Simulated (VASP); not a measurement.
Runs of VASP 6.6.1 on Be3I. The structure is that of space group I4/mmm (No. 139), or close to it. The cells are those of the table. 

| task | cell | k mesh | cutoff (eV) | gap on the mesh (eV) | pressure (GPa) |
| --- | --- | --- | --- | --- | --- |
| single point | a = 6.159 Å, angles 147.3, 147.3, 46.9°, 4 atoms | 6 × 6 × 6 | 520 | none | (a) |
| single point | a = 5.137 Å, angles 135.6, 135.6, 64.7°, 4 atoms | 6 × 6 × 6 | 520 | none | -4.2 |
| relaxation of cell and atoms | relaxed from a = 5.137 Å, angles 135.6, 135.6, 64.7°, 4 atoms | 6 × 6 × 6 | 600 | none | -0.1 |
| single point | a = 6.182 Å, angles 147.5, 147.5, 46.7°, 4 atoms | 18 × 18 × 18 | 520 | none | 0.0 |

Alike in all rows: level PBE; potentials or basis VASP PAW PBE potentials, release 64 (Be, I); no spin polarisation; smearing gaussian 0.1 eV.

Q: Fill in the values left out.

A: (a) 0.2.

Caveats: spin-orbit coupling is left out, which moves the levels of the heavy elements; the cell stands under tension (at least some runs); a cell axis changed by over 15 % at a fixed basis, so the end point is rough (at least some runs).

A k mesh can miss the band edges, and the runs leave out spin-orbit coupling on I.

A gap of «none» marks levels without a gap at the run's occupations.
